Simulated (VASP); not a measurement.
Runs of VASP 6.6.1 on Zn. The structure is that of space group R-3m (No. 166), or close to it. The cells are those of the table. 

```tsv
task	cell	k mesh	cutoff (eV)	gap on the mesh (eV)	pressure (GPa)
single point	a = 6.480 Å, angles 24.9°, 3 atoms	9 × 9 × 9	520	none	0.3
single point	a = 6.370 Å, angles 25.7°, 3 atoms	6 × 6 × 6	520	none	(a)
relaxation of cell and atoms	relaxed from a = 7.290 Å, angles 23.2°, 3 atoms	6 × 6 × 6	600	none	0.0
single point	a = 7.290 Å, angles 23.2°, 3 atoms	9 × 9 × 9	520	none	-10.9
```

Alike in all rows: level r2SCAN; potentials or basis VASP PAW PBE potentials, release 64 (Zn); no spin polarisation; smearing gaussian 0.1 eV.

Task: Fill in the values left out.

Result: (a) 0.4.

Caveats: some runs use coarse meshes; the PAW data sets were made with another functional, which shifts forces and pressure a little; the cell stands under tension (at least some runs).

A gap of «none» marks levels without a gap at the run's occupations.
